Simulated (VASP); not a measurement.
# ReS3 (P6_3/mmc) in VASP: a series of runs, part 2 of 3

VASP 6.6.1.

## 4. Single point, PBE, collinear spin

This run uses another cell than the first one, of 27.16 Å³/atom.

Contents of INCAR:

```
ALGO     = Normal         # electronic algorithm
EDIFF    = 1E-6           # SCF threshold, eV
ENCUT    = 520            # plane-wave cutoff, eV
GGA      = PE             # functional
ISIF     = 2              # what is computed and relaxed
ISMEAR   = 0              # smearing method
ISPIN    = 2              # spin polarisation
LASPH    = T              # aspherical terms in the spheres
LCHARG   = T              # write CHGCAR
LELF     = T              # ELF
LMAXMIX  = 4              # l up to which the mixer works
LORBIT   = 11             # projections on sites
LREAL    = F              # projectors in reciprocal space
LVHAR    = T            
LWAVE    = F              # write WAVECAR
MAGMOM   = -1 1 0 0 0 0 0 0 # initial moments
NBANDS   = 39             # bands
NELM     = 150            # most SCF steps
PREC     = Accurate       # precision mode
SIGMA    = 0.1            # smearing width, eV
```

Contents of KPOINTS:

```
k-points
0
Gamma
  3 3 4
```

Contents of POSCAR:

```
ReS3
1.0
    6.8810505300      0.0000000000      0.0000000000
   -3.4405252700      5.9591645700      0.0000000000
    0.0000000000      0.0000000000      5.2985527900
Re S
2 6
Direct
    0.3333333300      0.6666666700      0.7500000000
    0.6666666700      0.3333333300      0.2500000000
    0.1677250900      0.3354501700      0.2500000000
    0.1677250900      0.8322749100      0.2500000000
    0.6645498300      0.8322749100      0.2500000000
    0.8322749100      0.6645498300      0.7500000000
    0.8322749100      0.1677250900      0.7500000000
    0.3354501700      0.1677250900      0.7500000000
```

Potentials or basis: VASP PAW PBE potentials, release 64 (Re, S).

The run is started by

```bash
$ cat potpaw_PBE.64/Re/POTCAR potpaw_PBE.64/S/POTCAR > POTCAR
$ mpirun -np 1 vasp_std > vasp.out
```

OUTCAR:

```text
EDIFF = 1E-6
   ENCUT = 520
   GGA = PE
   ISIF = 2
   ISMEAR = 0
   ISPIN = 2
   LASPH = T
   LORBIT = 11
   LREAL = F
   NELM = 150
   PREC = Accurate

 ion  position               nearest neighbor table
   1  0.333  0.667  0.750-
   2  0.667  0.333  0.250-
   3  0.168  0.335  0.250-
   4  0.168  0.832  0.250-
   5  0.665  0.832  0.250-
   6  0.832  0.665  0.750-
   7  0.832  0.168  0.750-
   8  0.335  0.168  0.750-

  LATTYP: Found a hexagonal cell.
 ALAT       =     6.8810505300
 C/A-ratio  =     0.7700209099

  Lattice vectors:

 A1 = (   6.8810505300,   0.0000000000,   0.0000000000)
 A2 = (  -3.4405252700,   5.9591645700,   0.0000000000)
 A3 = (   0.0000000000,   0.0000000000,   5.2985527900)

Analysis of symmetry for initial positions (statically):
=====================================================================
 Subroutine PRICEL returns:
 Original cell was already a primitive cell.

 Routine SETGRP: Setting up the symmetry group for a
 hexagonal supercell.

 Subroutine GETGRP returns: Found 24 space group operations
 (whereof 12 operations were pure point group operations)
 out of a pool of 24 trial point group operations.

The static configuration has the point symmetry D_3d.
 The point group associated with its full space group is D_6h.

Analysis of symmetry for dynamics (positions and initial velocities):
=====================================================================
 Subroutine PRICEL returns:
 Original cell was already a primitive cell.

 Routine SETGRP: Setting up the symmetry group for a
 hexagonal supercell.

 Subroutine GETGRP returns: Found 24 space group operations
 (whereof 12 operations were pure point group operations)
 out of a pool of 24 trial point group operations.

The dynamic configuration has the point symmetry D_3d.
 The point group associated with its full space group is D_6h.

Analysis of structural, dynamic, and magnetic symmetry:
=====================================================================
 Subroutine PRICEL returns:
 Original cell was already a primitive cell.

 Routine SETGRP: Setting up the symmetry group for a
 hexagonal supercell.

 Subroutine GETGRP returns: Found 24 space group operations
 (whereof 12 operations were pure point group operations)
 out of a pool of 24 trial point group operations.

The overall configuration has the point symmetry D_3d.
 The point group associated with its full space group is D_6h.

 Subroutine INISYM returns: Found 24 space group operations
 (whereof 12 operations are pure point group operations),
 and found     1 'primitive' translations

----------------------------------------------------------------------------------------

                                     Primitive cell

  volume of cell :     217.2688

  direct lattice vectors                    reciprocal lattice vectors
     6.881050530  0.000000000  0.000000000     0.145326647  0.083904379  0.000000000
    -3.440525270  5.959164570  0.000000000     0.000000000  0.167808757  0.000000000
     0.000000000  0.000000000  5.298552790     0.000000000  0.000000000  0.188730780

[... 89 lines left out ...]
   PSTRESS=    0.0 pullay stress
   NELECT =      50.0000    total number of electrons
   NUPDOWN=      -1.0000    fix difference up-down
   EMIN   =  10.00;   EMAX   =-10.00  energy-range for DOS
   EFERMI =   0.00;   METHOD = LEGACY
   ISMEAR =     0;   SIGMA  =   0.10  broadening in eV -4-tet -1-fermi 0-gaus
   EFERMI_NEDOS =   21; number of points for ismear=-14 and -15
   IALGO  =     38    algorithm
   IMIX   =      4    mixing-type and parameters
     AMIX     =   0.40;   BMIX     =  1.00
     AMIX_MAG =   1.60;   BMIX_MAG =  1.00
  volume/ion in A,a.u.               =      27.16       183.28
  Fermi-wavevector in a.u.,A,eV,Ry     =   1.003227  1.895823 13.693769  1.006464
  Thomas-Fermi vector in A             =   2.135765
   LORBIT       =     11    0 simple, 1 ext, 2 COOP (PROOUT), +10 PAW based schemes
   GGA     = PE    functional components
   LHFCALC =     F    Hartree Fock is set to
   AEXX    =    0.0000 exact exchange contribution
   IVDW    =     0    specifies the selected vdW correction
   LEPSILON=     F    determine dielectric tensor
   LRPA    =     F    only Hartree local field effects (RPA)
 spin polarized calculation
 Gauss-broadening in eV      SIGMA  =   0.10
  energy-cutoff  :      520.00
  volume of cell :      217.27
 maximum number of plane-waves:      5877
 NGX is ok and might be reduce to    54
   NGX = 25   NGY = 25   NGZ = 19

 number of electron      50.0000006 magnetization       0.0000000

 number of electron      50.0000006 magnetization      -0.0000000

 Free energy of the ion-electron system (eV)
  ---------------------------------------------------
  ext. energy  EPLUGINS =         0.00000000
  ---------------------------------------------------
  free energy    TOTEN  =       -29.57341398 eV

  energy without entropy =      -29.53026735  energy(sigma->0) =      -29.55184067

 E-fermi :   1.8206     XC(G=0):  -9.1703

 val. band max:        1.8178644168   @ k =   0.3333   0.3333   0.0000
 cond. band min:       1.8550319699   @ k =   0.3333   0.3333   0.2500
 fundamental gap:      0.0371675531
 Fermi energy:         1.8206012024

 spin component 1

 k-point     1 :       0.0000    0.0000    0.0000
  band No.  band energies     occupation
      1     -10.8473      1.00000
      2      -9.7678      1.00000
      3      -9.7678      1.00000
      4      -9.5592      1.00000
      5      -9.1783      1.00000
      6      -9.1783      1.00000
[... 349 lines left out ...]
     36       4.0138      0.00000
     37       7.6928      0.00000
 Fermi energy:         1.8206012024

 spin component 2

 k-point     1 :       0.0000    0.0000    0.0000
  band No.  band energies     occupation
      1     -10.8473      1.00000
      2      -9.7678      1.00000
      3      -9.7678      1.00000
      4      -9.5592      1.00000
      5      -9.1783      1.00000
      6      -9.1783      1.00000
[... 349 lines left out ...]
     36       4.0138      0.00000
     37       7.6928      0.00000
 [bands above 37 left out]

------------------------ aborting loop because EDIFF is reached ----------------------------------------

  FORCE on cell =-STRESS in cart. coord.  units (eV):
  Direction    XX          YY          ZZ          XY          YZ          ZX
  --------------------------------------------------------------------------------------
  -------------------------------------------------------------------------------------
  Total      -25.0035703    -25.0035704    -35.3272003      0.0000000      0.0000000     -0.0000000
  in kB     -184.3805974   -184.3805978   -260.5088075      0.0000002      0.0000000     -0.0000000
  external PRESSURE =    -209.7566676 kB  Pullay stress =       0.0000000 kB

 VOLUME and BASIS-vectors are now :
 -----------------------------------------------------------------------------
  energy-cutoff  :      520.00
  volume of cell :      217.27
      direct lattice vectors                 reciprocal lattice vectors
     6.881050530  0.000000000  0.000000000     0.145326647  0.083904379  0.000000000
    -3.440525270  5.959164570  0.000000000     0.000000000  0.167808757  0.000000000
     0.000000000  0.000000000  5.298552790     0.000000000  0.000000000  0.188730780

 POSITION                                       TOTAL-FORCE (eV/Angst)
 -----------------------------------------------------------------------------------
     -0.00000      3.97278      3.97391        -0.000000      0.000000      0.000000
      3.44053      1.98639      1.32464         0.000000      0.000000      0.000000
      0.00000      1.99900      1.32464        -0.000000      1.378065     -0.000000
     -1.70934      4.95966      1.32464         1.193439     -0.689032      0.000000
      1.70934      4.95966      1.32464        -1.193439     -0.689032      0.000000
      3.44053      3.96016      3.97391         0.000000     -1.378065      0.000000
      5.14986      0.99950      3.97391        -1.193439      0.689032     -0.000000
      1.73119      0.99950      3.97391         1.193439      0.689032     -0.000000
 -----------------------------------------------------------------------------------
    total drift:                               -0.000020      0.000012     -0.000000

  FREE ENERGIE OF THE ION-ELECTRON SYSTEM (eV)
  ---------------------------------------------------
  free  energy   TOTEN  =       -29.5734139801 eV

  energy  without entropy=      -29.5302673531  energy(sigma->0) =      -29.55184067

 total charge

# of ion       s       p       d       tot
------------------------------------------
    1        0.304   0.104   4.390   4.798
    2        0.304   0.104   4.390   4.798
    3        1.413   2.031   0.000   3.445
    4        1.413   2.031   0.000   3.445
    5        1.413   2.031   0.000   3.445
    6        1.413   2.031   0.000   3.445
    7        1.413   2.031   0.000   3.445
    8        1.413   2.031   0.000   3.445
--------------------------------------------------
tot          9.088  12.398   8.780  30.265

 magnetization (x)

# of ion       s       p       d       tot
------------------------------------------
    1        0.000   0.000   0.002   0.003
    2       -0.000  -0.000  -0.002  -0.003
    3       -0.000  -0.001   0.000  -0.001
    4       -0.000  -0.001   0.000  -0.001
    5       -0.000  -0.001   0.000  -0.001
    6        0.000   0.001   0.000   0.001
    7        0.000   0.001   0.000   0.001
    8        0.000   0.001   0.000   0.001
--------------------------------------------------
tot          0.000   0.000   0.000   0.000
```

Run time: 4.1 min. Hardware: 1 thread of Intel Xeon Platinum 8488C (Sapphire Rapids), shared host; peak memory 0.46 GiB.

Results:

| Quantity | Value |
| --- | --- |
| Free energy | -29.5734 eV |
| Pressure | -21.0 GPa |
| Largest force | 1.378 eV/Å |
| Band gap on the k mesh | zero (filled and empty bands overlap) |
| Net moment | 0.00 μB per cell |
| Valence electrons inside the program's atomic spheres | Re 4.80; S 3.44 |

Forces in eV/Å, atoms in the order of the input:
```
Re   0.000  0.000  0.000
Re   0.000  0.000  0.000
S    0.000  1.378  0.000
S    1.193 -0.689  0.000
S   -1.193 -0.689  0.000
S    0.000 -1.378  0.000
S   -1.193  0.689  0.000
S    1.193  0.689  0.000
```

Stress tensor (GPa, compression positive):
```
-18.44   0.00   0.00
  0.00 -18.44   0.00
  0.00   0.00 -26.05
```

Levels at points of the mesh, in eV from the Fermi level:
Spin up:
```tsv
k point	band 22	band 23	band 24	band 25	band 26	band 27	band 28	band 29
(0.00, 0.00, 0.00)	-0.43	-0.32	-0.32	-0.20	0.25	0.25	0.26	0.26
(0.00, 0.00, 0.50)	-0.45	-0.45	-0.45	-0.42	-0.41	0.34	0.34	0.34
```
Spin down:
```csv
k point,band 21,band 22,band 23,band 24,band 25,band 26,band 27,band 28,band 29,band 30
"(0.00, 0.00, 0.00)",-0.53,-0.43,-0.32,-0.32,-0.20,0.25,0.25,0.26,0.26,0.39
"(0.00, 0.00, 0.50)",-0.45,-0.45,-0.45,-0.45,-0.42,-0.41,0.34,0.34,0.34,0.34
```

Caveat: the stress differs along the axes, from -26 to -18 GPa; spin-orbit coupling is left out, which moves the levels of the heavy elements; forces of over 1 eV/Å act on the atoms, so gaps and moduli don't describe the material at rest.

(Continued in part 3 of 3.)

The gap in the log of VASP goes by the Fermi energy; the results here count the filled bands.